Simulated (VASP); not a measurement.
# LaSc3S (Pm-3m) in VASP: single point with PBE

Aim: the single point of LaSc3S with PBE.

Everything below comes from runs of VASP 6.6.1. Logs are shortened: lines on timing, memory, paths and dates and some standing lists are left out, and cuts for length are marked.

## 1. The cell of the first run

It takes space group Pm-3m (No. 221, cubic). The conventional cell has a = 5.018 Å, b = 5.018 Å, c = 5.018 Å, α = 90.00°, β = 90.00°, γ = 90.00°. La (site symmetry m-3m) has 12 Sc at 3.55 Å and 8 S at 4.35 Å within 4.7 Å. Sc (site symmetry 4/mmm) has 2 S at 2.51 Å within 3.3 Å. S (site symmetry m-3m) has 6 Sc at 2.51 Å within 3.3 Å.

## 2. Single point, PBE

Contents of INCAR:

```
SYSTEM = LaSc3S
PREC = Accurate
ENCUT = 520
EDIFF = 1E-6
ISMEAR = 0
SIGMA = 0.1
LREAL = .FALSE.
LASPH = .TRUE.
NELM = 80
ALGO = Normal
ISIF = 2
LWAVE = .FALSE.
LCHARG = .FALSE.
GGA = PE
NBANDS = 33
```

Contents of KPOINTS:

```
Automatic mesh
0
G
  8 8 8
  0 0 0
```

Contents of POSCAR:

```
LaSc3S
1.0
    5.0180961452      0.0000000000      0.0000000000
    0.0000000000      5.0180961452      0.0000000000
    0.0000000000      0.0000000000      5.0180961452
La Sc S
1 3 1
Direct
    0.0000000000      0.0000000000      0.0000000000
    0.0000000000      0.5000000000      0.5000000000
    0.5000000000      0.0000000000      0.5000000000
    0.5000000000      0.5000000000      0.0000000000
    0.5000000000      0.5000000000      0.5000000000
```

Potentials or basis: VASP PAW PBE potentials, release 64 (La, Sc_sv, S).

On the command line:

```bash
$ cat potpaw_PBE.64/La/POTCAR potpaw_PBE.64/Sc_sv/POTCAR potpaw_PBE.64/S/POTCAR > POTCAR
$ mpirun -np 1 vasp_std > vasp.out
```

OUTCAR:

```text
SYSTEM = LaSc3S
   PREC = Accurate
   ENCUT = 520
   EDIFF = 1E-6
   ISMEAR = 0
   LREAL = .FALSE.
   LASPH = .TRUE.
   NELM = 80
   ISIF = 2
   GGA = PE

 ion  position               nearest neighbor table
   1  0.000  0.000  0.000-   2 3.55   3 3.55   4 3.55   2 3.55   3 3.55   2 3.55   4 3.55   2 3.55
                             3 3.55   4 3.55   3 3.55   4 3.55
   2  0.000  0.500  0.500-   5 2.51   5 2.51   1 3.55   1 3.55   1 3.55   1 3.55
   3  0.500  0.000  0.500-   5 2.51   5 2.51   1 3.55   1 3.55   1 3.55   1 3.55
   4  0.500  0.500  0.000-   5 2.51   5 2.51   1 3.55   1 3.55   1 3.55   1 3.55
   5  0.500  0.500  0.500-   2 2.51   3 2.51   4 2.51   4 2.51   3 2.51   2 2.51

  LATTYP: Found a simple cubic cell.
 ALAT       =     5.0180961452

  Lattice vectors:

 A1 = (   5.0180961452,   0.0000000000,   0.0000000000)
 A2 = (   0.0000000000,   5.0180961452,   0.0000000000)
 A3 = (   0.0000000000,   0.0000000000,   5.0180961452)

Analysis of symmetry for initial positions (statically):
=====================================================================
 Subroutine PRICEL returns:
 Original cell was already a primitive cell.

 Routine SETGRP: Setting up the symmetry group for a
 simple cubic supercell.

 Subroutine GETGRP returns: Found 48 space group operations
 (whereof 48 operations were pure point group operations)
 out of a pool of 48 trial point group operations.

The static configuration has the point symmetry O_h .

Analysis of symmetry for dynamics (positions and initial velocities):
=====================================================================
 Subroutine PRICEL returns:
 Original cell was already a primitive cell.

 Routine SETGRP: Setting up the symmetry group for a
 simple cubic supercell.

 Subroutine GETGRP returns: Found 48 space group operations
 (whereof 48 operations were pure point group operations)
 out of a pool of 48 trial point group operations.

The dynamic configuration has the point symmetry O_h .

 Subroutine INISYM returns: Found 48 space group operations
 (whereof 48 operations are pure point group operations),
 and found     1 'primitive' translations

----------------------------------------------------------------------------------------

                                     Primitive cell

  volume of cell :     126.3621

  direct lattice vectors                    reciprocal lattice vectors
     5.018096145  0.000000000  0.000000000     0.199278765  0.000000000  0.000000000
     0.000000000  5.018096145  0.000000000     0.000000000  0.199278765  0.000000000
     0.000000000  0.000000000  5.018096145     0.000000000  0.000000000  0.199278765

  length of vectors
     5.018096145  5.018096145  5.018096145     0.199278765  0.199278765  0.199278765

  position of ions in fractional coordinates (direct lattice)
     0.000000000  0.000000000  0.000000000
     0.000000000  0.500000000  0.500000000
     0.500000000  0.000000000  0.500000000
     0.500000000  0.500000000  0.000000000
     0.500000000  0.500000000  0.500000000

  ion indices of the primitive-cell ions
   primitive index   ion index
                 1           1
                 2           2
                 3           3
                 4           4
                 5           5

----------------------------------------------------------------------------------------

 KPOINTS: Automatic mesh

Automatic generation of k-mesh.
 Grid dimensions read from file:
 generate k-points for:    8    8    8

 Generating k-lattice:

  Cartesian coordinates                     Fractional coordinates (reciprocal lattice)
     0.024909846  0.000000000  0.000000000     0.125000000  0.000000000  0.000000000
     0.000000000  0.024909846  0.000000000     0.000000000  0.125000000  0.000000000
     0.000000000  0.000000000  0.024909846     0.000000000  0.000000000  0.125000000

  Length of vectors
     0.024909846  0.024909846  0.024909846

  Shift w.r.t. Gamma in fractional coordinates (k-lattice)
     0.000000000  0.000000000  0.000000000

 Subroutine IBZKPT returns following result:
 ===========================================

 Found     35 irreducible k-points:

 Following reciprocal coordinates:
            Coordinates               Weight
  0.000000  0.000000  0.000000      1.000000
  0.125000  0.000000  0.000000      6.000000
  0.250000  0.000000  0.000000      6.000000
  0.375000  0.000000  0.000000      6.000000
  0.500000  0.000000  0.000000      3.000000
  0.125000  0.125000  0.000000     12.000000
[... 16 lines left out ...]
  0.375000  0.375000  0.125000     24.000000
  0.500000  0.375000  0.125000     24.000000
 [... further k-points ...]
   k-points           NKPTS =     35   k-points in BZ     NKDIM =     35   number of bands    NBANDS=     33
   number of dos      NEDOS =    301   number of ions     NIONS =      5
   total plane-waves  NPLWV =  64000
   dimension x,y,z NGX =    40 NGY =   40 NGZ =   40
   dimension x,y,z NGXF=    80 NGYF=   80 NGZF=   80
   ions per type =               1   3   1
   NGX,Y,Z   is equivalent  to a cutoff of  13.25, 13.25, 13.25 a.u.
   NGXF,Y,Z  is equivalent  to a cutoff of  26.50, 26.50, 26.50 a.u.
 SYSTEM =  LaSc3S
   PREC   = accura    normal or accurate (medium, high low for compatibility)
   ISTART =      0    job   : 0-new  1-cont  2-samecut
   ICHARG =      2    charge: 1-file 2-atom 10-const
   ISPIN  =      1    spin polarized calculation?
   LNONCOLLINEAR =      F non collinear calculations
   LSORBIT =      F    spin-orbit coupling
   LASPH  =      T    aspherical Exc in radial PAW
   ENCUT  =  520.0 eV  38.22 Ry    6.18 a.u.   9.33  9.33  9.33*2*pi/ulx,y,z
   NELM   =     80;   NELMIN=  2; NELMDL= -5     # of ELM steps
   EDIFF  = 0.1E-05   stopping-criterion for ELM
   LREAL  =      F    real-space projection
   EDIFFG = 0.1E-04   stopping-criterion for IOM
   NSW    =      0    number of steps for IOM
   IBRION =     -1    ionic relax: 0-MD 1-quasi-New 2-CG
   NFREE  =      0    steps in history (QN), initial steepest desc. (CG)
   ISIF   =      2    stress and relaxation
   ISYM   =      2    0-nonsym 1-usesym 2-fastsym
   POTIM  = 0.5000    time-step for ionic-motion
   TEBEG  =    0.0;   TEEND  =   0.0 temperature during run
   PSTRESS=    0.0 pullay stress
   NELECT =      50.0000    total number of electrons
   NUPDOWN=      -1.0000    fix difference up-down
   EMIN   =  10.00;   EMAX   =-10.00  energy-range for DOS
   EFERMI =   0.00;   METHOD = LEGACY
   ISMEAR =     0;   SIGMA  =   0.10  broadening in eV -4-tet -1-fermi 0-gaus
   EFERMI_NEDOS =   21; number of points for ismear=-14 and -15
   IALGO  =     38    algorithm
   IMIX   =      4    mixing-type and parameters
     AMIX     =   0.40;   BMIX     =  1.00
     AMIX_MAG =   1.60;   BMIX_MAG =  1.00
  volume/ion in A,a.u.               =      25.27       170.55
  Fermi-wavevector in a.u.,A,eV,Ry     =   1.201875  2.271214 19.653653  1.444503
  Thomas-Fermi vector in A             =   2.337672
   LORBIT       =      0    0 simple, 1 ext, 2 COOP (PROOUT), +10 PAW based schemes
   GGA     = PE    functional components
   LHFCALC =     F    Hartree Fock is set to
   AEXX    =    0.0000 exact exchange contribution
   IVDW    =     0    specifies the selected vdW correction
   LEPSILON=     F    determine dielectric tensor
   LRPA    =     F    only Hartree local field effects (RPA)
 non-spin polarized calculation
 Gauss-broadening in eV      SIGMA  =   0.10
  energy-cutoff  :      520.00
  volume of cell :      126.36
 maximum number of plane-waves:      3448
 NGX is ok and might be reduce to    40
   NGX = 19   NGY = 19   NGZ = 19

 number of electron      50.0000013 magnetization

 Free energy of the ion-electron system (eV)
  ---------------------------------------------------
  ext. energy  EPLUGINS =         0.00000000
  ---------------------------------------------------
  free energy    TOTEN  =       -30.71410245 eV

  energy without entropy =      -30.66629873  energy(sigma->0) =      -30.69020059

 E-fermi :   5.4674     XC(G=0):  -9.8640

 val. band max:        5.4596476311   @ k =   0.3750   0.2500   0.2500
 cond. band min:       5.4714582285   @ k =   0.5000   0.2500   0.2500
 fundamental gap:      0.0118105974
 Fermi energy:         5.4673756257

 k-point     1 :       0.0000    0.0000    0.0000
  band No.  band energies     occupation
      1     -44.0140      2.00000
      2     -43.9908      2.00000
      3     -43.9908      2.00000
      4     -26.9522      2.00000
      5     -22.7354      2.00000
      6     -22.7354      2.00000
[... 25 lines left out ...]
     32       7.5790      0.00000
     33       7.6451      0.00000

 k-point     2 :       0.1250    0.0000    0.0000
  band No.  band energies     occupation
      1     -44.0133      2.00000
      2     -43.9916      2.00000
      3     -43.9908      2.00000
      4     -26.9523      2.00000
      5     -22.7326      2.00000
      6     -22.7326      2.00000
[... 25 lines left out ...]
     32       7.5864      0.00000
     33       7.5891      0.00000

 k-point     3 :       0.2500    0.0000    0.0000
  band No.  band energies     occupation
      1     -44.0111      2.00000
      2     -43.9937      2.00000
      3     -43.9908      2.00000
      4     -26.9524      2.00000
      5     -22.7252      2.00000
      6     -22.7252      2.00000
[... 25 lines left out ...]
     32       7.5458      0.00000
     33       7.5609      0.00000

 k-point     4 :       0.3750    0.0000    0.0000
  band No.  band energies     occupation
      1     -44.0081      2.00000
      2     -43.9966      2.00000
      3     -43.9908      2.00000
      4     -26.9525      2.00000
      5     -22.7158      2.00000
      6     -22.7158      2.00000
[... 673 lines left out ...]
     32       7.2310      0.00000
     33       7.3320      0.00000

 k-point    23 :       0.3750    0.3750    0.1250
  band No.  band energies     occupation
      1     -44.0029      2.00000
      2     -43.9973      2.00000
      3     -43.9951      2.00000
      4     -26.9511      2.00000
      5     -22.7354      2.00000
      6     -22.7238      2.00000
[... 25 lines left out ...]
     32       7.2906      0.00000
     33       7.3757      0.00000

 k-point    24 :       0.5000    0.3750    0.1250
  band No.  band energies     occupation
      1     -44.0012      2.00000
      2     -43.9984      2.00000
      3     -43.9957      2.00000
      4     -26.9509      2.00000
      5     -22.7346      2.00000
      6     -22.7267      2.00000
[... 25 lines left out ...]
     32       7.2331      0.00000
     33       7.4045      0.00000

 [... further k-points ...]

------------------------ aborting loop because EDIFF is reached ----------------------------------------

  FORCE on cell =-STRESS in cart. coord.  units (eV):
  Direction    XX          YY          ZZ          XY          YZ          ZX
  --------------------------------------------------------------------------------------
  -------------------------------------------------------------------------------------
  Total        0.1115884      0.1115884      0.1115884      0.0000000      0.0000000     -0.0000000
  in kB        1.4148571      1.4148571      1.4148571      0.0000000      0.0000000     -0.0000000
  external PRESSURE =       1.4148571 kB  Pullay stress =       0.0000000 kB

 VOLUME and BASIS-vectors are now :
 -----------------------------------------------------------------------------
  energy-cutoff  :      520.00
  volume of cell :      126.36
      direct lattice vectors                 reciprocal lattice vectors
     5.018096145  0.000000000  0.000000000     0.199278765  0.000000000  0.000000000
     0.000000000  5.018096145  0.000000000     0.000000000  0.199278765  0.000000000
     0.000000000  0.000000000  5.018096145     0.000000000  0.000000000  0.199278765

 POSITION                                       TOTAL-FORCE (eV/Angst)
 -----------------------------------------------------------------------------------
      0.00000      0.00000      0.00000         0.000000      0.000000      0.000000
      0.00000      2.50905      2.50905         0.000000      0.000000      0.000000
      2.50905      0.00000      2.50905         0.000000      0.000000      0.000000
      2.50905      2.50905      0.00000         0.000000      0.000000      0.000000
      2.50905      2.50905      2.50905         0.000000      0.000000      0.000000
 -----------------------------------------------------------------------------------
    total drift:                                0.000000     -0.000000     -0.000000

  FREE ENERGIE OF THE ION-ELECTRON SYSTEM (eV)
  ---------------------------------------------------
  free  energy   TOTEN  =       -30.7141024492 eV

  energy  without entropy=      -30.6662987345  energy(sigma->0) =      -30.69020059
```

Wall time 4.7 min (1 thread of AMD EPYC 7R13, shared host); peak memory 0.31 GiB.

What came out:

- Free energy: -30.7141 eV
- Pressure: 0.1 GPa
- Band gap on the k mesh: zero (band 25 reaches 6.17 eV, above the bottom of band 26 at 4.58 eV)

Levels at points of the mesh, in eV from the Fermi level:
```csv
k point,band 23,band 24,band 25,band 26,band 27,band 28
"(0.00, 0.00, 0.00)",-1.54,-0.89,-0.89,-0.89,1.30,1.30
"(0.50, 0.00, 0.00)",-0.79,-0.26,0.16,0.16,0.31,1.04
"(0.50, 0.50, 0.00)",-0.22,-0.22,-0.05,-0.05,0.77,0.90
"(0.50, 0.50, 0.50)",-0.53,-0.53,0.70,0.70,0.70,1.30
```

Caveat: spin-orbit coupling is left out, which moves the levels of the heavy elements.
